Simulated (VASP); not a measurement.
# InP (Fm-3m) in VASP: a series of runs, part 2 of 2

VASP 6.6.1. The steps go on from the part before.

### 4 Relaxation of cell and atoms, PBE

This run uses another cell than the first one, of 23.27 Å³/atom.

INCAR reads:

```
  PREC = Accurate
  ENCUT = 600
  EDIFF = 1E-7
  ISMEAR = 0
  SIGMA = 0.1
  LREAL = F
  LASPH = T
  NELM = 80
  ALGO = Normal
  ISIF = 3
  LWAVE = F
  LCHARG = F
  GGA = PE
  IBRION = 2
  NSW = 90
  EDIFFG = -0.04
```

KPOINTS reads:

```
regular mesh
0
Gamma
  6 6 6
```

POSCAR reads:

```
InP
1.0
    0.0000000000      2.8550000200      2.8550000200
    2.8550000200      0.0000000000      2.8550000200
    2.8550000200      2.8550000200      0.0000000000
In P
1 1
Direct
    0.0000000000      0.0000000000      0.0000000000
    0.5000000000      0.5000000000      0.5000000000
```

Potentials or basis: VASP PAW PBE potentials, release 64 (In_d, P).

Launch:

```
$ cat potpaw_PBE.64/In_d/POTCAR potpaw_PBE.64/P/POTCAR > POTCAR
$ mpirun -np 1 vasp_std > vasp.out
```

OUTCAR:

```text
PREC = Accurate
   ENCUT = 600
   EDIFF = 1E-7
   ISMEAR = 0
   LREAL = F
   LASPH = T
   NELM = 80
   ISIF = 3
   GGA = PE
   IBRION = 2
   NSW = 90
   EDIFFG = -0.04

 ion  position               nearest neighbor table
   1  0.000  0.000  0.000-   2 2.86   2 2.86   2 2.86   2 2.86   2 2.86   2 2.86
   2  0.500  0.500  0.500-   1 2.86   1 2.86   1 2.86   1 2.86   1 2.86   1 2.86

  LATTYP: Found a face centered cubic cell.
 ALAT       =     5.7100000400

  Lattice vectors:

 A1 = (   0.0000000000,   2.8550000200,   2.8550000200)
 A2 = (   2.8550000200,   0.0000000000,   2.8550000200)
 A3 = (   2.8550000200,   2.8550000200,   0.0000000000)

Analysis of symmetry for initial positions (statically):
=====================================================================
 Subroutine PRICEL returns:
 Original cell was already a primitive cell.

 Routine SETGRP: Setting up the symmetry group for a
 face centered cubic supercell.

 Subroutine GETGRP returns: Found 48 space group operations
 (whereof 48 operations were pure point group operations)
 out of a pool of 48 trial point group operations.

The static configuration has the point symmetry O_h .

Analysis of symmetry for dynamics (positions and initial velocities):
=====================================================================
 Subroutine PRICEL returns:
 Original cell was already a primitive cell.

 Routine SETGRP: Setting up the symmetry group for a
 face centered cubic supercell.

 Subroutine GETGRP returns: Found 48 space group operations
 (whereof 48 operations were pure point group operations)
 out of a pool of 48 trial point group operations.

The dynamic configuration has the point symmetry O_h .

 Subroutine INISYM returns: Found 48 space group operations
 (whereof 48 operations are pure point group operations),
 and found     1 'primitive' translations

----------------------------------------------------------------------------------------

                                     Primitive cell

  volume of cell :      46.5424

  direct lattice vectors                    reciprocal lattice vectors
     0.000000000  2.855000020  2.855000020    -0.175131347  0.175131347  0.175131347
     2.855000020  0.000000000  2.855000020     0.175131347 -0.175131347  0.175131347
     2.855000020  2.855000020  0.000000000     0.175131347  0.175131347 -0.175131347

  length of vectors
     4.037579749  4.037579749  4.037579749     0.303336391  0.303336391  0.303336391

  position of ions in fractional coordinates (direct lattice)
     0.000000000  0.000000000  0.000000000
     0.500000000  0.500000000  0.500000000

  ion indices of the primitive-cell ions
   primitive index   ion index
                 1           1
                 2           2

----------------------------------------------------------------------------------------

 KPOINTS: regular mesh

Automatic generation of k-mesh.
 Grid dimensions read from file:
 generate k-points for:    6    6    6

 Generating k-lattice:

  Cartesian coordinates                     Fractional coordinates (reciprocal lattice)
    -0.029188558  0.029188558  0.029188558     0.166666667  0.000000000  0.000000000
     0.029188558 -0.029188558  0.029188558     0.000000000  0.166666667  0.000000000
     0.029188558  0.029188558 -0.029188558     0.000000000  0.000000000  0.166666667

  Length of vectors
     0.050556065  0.050556065  0.050556065

  Shift w.r.t. Gamma in fractional coordinates (k-lattice)
     0.000000000  0.000000000  0.000000000

 Subroutine IBZKPT returns following result:
 ===========================================

 Found     16 irreducible k-points:

 Following reciprocal coordinates:
            Coordinates               Weight
  0.000000  0.000000  0.000000      1.000000
  0.166667  0.000000  0.000000      8.000000
  0.333333  0.000000  0.000000      8.000000
  0.500000  0.000000  0.000000      4.000000
  0.166667  0.166667  0.000000      6.000000
  0.333333  0.166667  0.000000     24.000000
[... 8 lines left out ...]
 -0.333333  0.333333  0.166667     24.000000
 -0.333333  0.500000  0.166667     12.000000
   k-points           NKPTS =     16   k-points in BZ     NKDIM =     16   number of bands    NBANDS=     13
   number of dos      NEDOS =    301   number of ions     NIONS =      2
   total plane-waves  NPLWV =  32768
   dimension x,y,z NGX =    32 NGY =   32 NGZ =   32
   dimension x,y,z NGXF=    64 NGYF=   64 NGZF=   64
   ions per type =               1   1
   NGX,Y,Z   is equivalent  to a cutoff of  13.18, 13.18, 13.18 a.u.
   NGXF,Y,Z  is equivalent  to a cutoff of  26.35, 26.35, 26.35 a.u.
 SYSTEM =  unknown system
   PREC   = accura    normal or accurate (medium, high low for compatibility)
   ISTART =      0    job   : 0-new  1-cont  2-samecut
   ICHARG =      2    charge: 1-file 2-atom 10-const
   ISPIN  =      1    spin polarized calculation?
   LNONCOLLINEAR =      F non collinear calculations
   LSORBIT =      F    spin-orbit coupling
   LASPH  =      T    aspherical Exc in radial PAW
   ENCUT  =  600.0 eV  44.10 Ry    6.64 a.u.   8.06  8.06  8.06*2*pi/ulx,y,z
   NELM   =     80;   NELMIN=  2; NELMDL= -5     # of ELM steps
   EDIFF  = 0.1E-06   stopping-criterion for ELM
   LREAL  =      F    real-space projection
   EDIFFG = -.4E-01   stopping-criterion for IOM
   NSW    =     90    number of steps for IOM
   IBRION =      2    ionic relax: 0-MD 1-quasi-New 2-CG
   NFREE  =      1    steps in history (QN), initial steepest desc. (CG)
   ISIF   =      3    stress and relaxation
   ISYM   =      2    0-nonsym 1-usesym 2-fastsym
   POTIM  = 0.5000    time-step for ionic-motion
   TEBEG  =    0.0;   TEEND  =   0.0 temperature during run
   PSTRESS=    0.0 pullay stress
   NELECT =      18.0000    total number of electrons
   NUPDOWN=      -1.0000    fix difference up-down
   EMIN   =  10.00;   EMAX   =-10.00  energy-range for DOS
   EFERMI =   0.00;   METHOD = LEGACY
   ISMEAR =     0;   SIGMA  =   0.10  broadening in eV -4-tet -1-fermi 0-gaus
   EFERMI_NEDOS =   21; number of points for ismear=-14 and -15
   IALGO  =     38    algorithm
   IMIX   =      4    mixing-type and parameters
     AMIX     =   0.40;   BMIX     =  1.00
     AMIX_MAG =   1.60;   BMIX_MAG =  1.00
  volume/ion in A,a.u.               =      23.27       157.04
  Fermi-wavevector in a.u.,A,eV,Ry     =   1.192750  2.253971 19.356375  1.422653
  Thomas-Fermi vector in A             =   2.328781
   LORBIT       =      0    0 simple, 1 ext, 2 COOP (PROOUT), +10 PAW based schemes
   GGA     = PE    functional components
   LHFCALC =     F    Hartree Fock is set to
   AEXX    =    0.0000 exact exchange contribution
   IVDW    =     0    specifies the selected vdW correction
   LEPSILON=     F    determine dielectric tensor
   LRPA    =     F    only Hartree local field effects (RPA)
 conjugate gradient relaxation of ions
 non-spin polarized calculation
 Gauss-broadening in eV      SIGMA  =   0.10
  energy-cutoff  :      600.00
  volume of cell :       46.54
 maximum number of plane-waves:      1588
   NGX = 17   NGY = 17   NGZ = 17

--------------------------------------- Ionic step        1  -------------------------------------------

 number of electron      18.0000000 magnetization

 Free energy of the ion-electron system (eV)
  ---------------------------------------------------
  ext. energy  EPLUGINS =         0.00000000
  ---------------------------------------------------
  free energy    TOTEN  =        -7.86319521 eV

  energy without entropy =       -7.85293985  energy(sigma->0) =       -7.85806753

 E-fermi :   5.9428     XC(G=0):  -9.9761

 val. band max:        5.9340219843   @ k =   0.3333   0.0000   0.0000
 cond. band min:       6.0654108827   @ k =   0.5000   0.0000   0.0000
 fundamental gap:      0.1313888984
 Fermi energy:         5.9427649863

 k-point     1 :       0.0000    0.0000    0.0000
  band No.  band energies     occupation
      1      -8.1208      2.00000
      2      -8.1208      2.00000
      3      -8.1060      2.00000
      4      -8.1060      2.00000
      5      -8.1060      2.00000
      6      -5.4191      2.00000
      7       5.7239      1.99803
      8       5.7239      1.99803
      9       5.7239      1.99803
     10       5.7868      1.97256
     11      13.0392      0.00000
     12      13.0392      0.00000
     13      13.0392      0.00000
[... 307 lines left out ...]
  energy  without entropy=       -7.9189905262  energy(sigma->0) =       -7.92364164

--------------------------------------- Ionic step        3  -------------------------------------------

 number of electron      17.9999998 magnetization

 Free energy of the ion-electron system (eV)
  ---------------------------------------------------
  ext. energy  EPLUGINS =         0.00000000
  ---------------------------------------------------
  free energy    TOTEN  =        -7.93230253 eV

  energy without entropy =       -7.92290187  energy(sigma->0) =       -7.92760220

 E-fermi :   6.9616     XC(G=0): -10.3803

 val. band max:        6.9511421013   @ k =   0.3333   0.0000   0.0000
 cond. band min:       7.1145424688   @ k =   0.5000   0.0000   0.0000
 fundamental gap:      0.1634003675
 Fermi energy:         6.9616159496

 k-point     1 :       0.0000    0.0000    0.0000
  band No.  band energies     occupation
      1      -7.1710      2.00000
      2      -7.1710      2.00000
      3      -7.1505      2.00000
      4      -7.1505      2.00000
      5      -7.1505      2.00000
      6      -5.0055      2.00000
      7       6.6937      1.99985
      8       6.6937      1.99985
      9       6.6937      1.99985
     10       7.4873      0.00000
     11      14.0932      0.00000
     12      14.0932      0.00000
     13      14.0932      0.00000
[... 267 lines left out ...]
  FREE ENERGIE OF THE ION-ELECTRON SYSTEM (eV)
  ---------------------------------------------------
  free  energy   TOTEN  =        -7.9323025321 eV

  energy  without entropy=       -7.9229018668  energy(sigma->0) =       -7.92760220

 reached required accuracy - stopping structural energy minimisation
```

Run time: 47 s. Hardware: 1 thread of Intel Xeon 8259CL, shared host; peak memory 0.19 GiB.

What came out:

```
Free energy                           : -7.9323 eV
Relaxed volume                        : 21.30 Å³/atom
Relaxed cell                          : a = 3.920 Å, b = 3.920 Å, c = 3.920 Å, α = 60.00°, β = 60.00°, γ = 60.00°
Space group after relaxing (to 0.1 Å) : Fm-3m (No. 225)
Energy gained by relaxing             : 34.6 meV/atom
Ionic steps                           : 3
Pressure after relaxing               : 0.0 GPa
Band gap on the k mesh                : zero (bands 9 and 10 overlap by 2.61 eV)
```

Step by step:
```csv
step,energy change (eV),largest force (eV/Å),pressure (GPa),volume (Å³)
1,0.0000,0.0000,-5.05,46.54
2,-0.0651,0.0000,1.56,41.77
3,-0.0691,0.0000,0.04,42.60
```

Final structure:
```
In P
1.0
     0.00000    2.77193    2.77193
     2.77193    0.00000    2.77193
     2.77193    2.77193    0.00000
In P
1 1
Direct
  0.00000 0.00000 0.00000
  0.50000 0.50000 0.50000
```

Levels at points of the mesh, in eV from the Fermi level:
```csv
k point,band 5,band 6,band 7,band 8,band 9,band 10,band 11,band 12,band 13
"(0.00, 0.00, 0.00)",-14.11,-11.97,-0.27,-0.27,-0.27,0.53,7.13,7.13,7.13
"(0.50, 0.00, 0.00)",-14.03,-9.92,-6.57,0.15,0.15,2.52,3.45,3.45,5.20
"(0.50, 0.50, 0.00)",-14.00,-8.82,-4.90,-2.46,-2.30,-2.30,3.89,9.87,9.87
```

Caveat: spin-orbit coupling is left out, which moves the levels of the heavy elements.

### 5 Overview

| task | cell | cutoff (eV) | gap on the mesh (eV) | pressure (GPa) |
| --- | --- | --- | --- | --- |
| single point | a = 3.921 Å, angles 60.0°, 2 atoms | 520 | none | -0.1 |
| single point | a = 4.038 Å, angles 60.0°, 2 atoms | 520 | none | -5.1 |
| relaxation of cell and atoms | relaxed from a = 4.038 Å, angles 60.0°, 2 atoms | 600 | none | 0.0 |

Alike in all rows: level PBE; potentials or basis VASP PAW PBE potentials, release 64 (In_d, P); no spin polarisation; k mesh 6 × 6 × 6; smearing gaussian 0.1 eV.

Caveats: spin-orbit coupling is left out, which moves the levels of the heavy elements; the cell stands under tension (at least some runs).

Absolute energies hang on the potentials; compare differences alone.
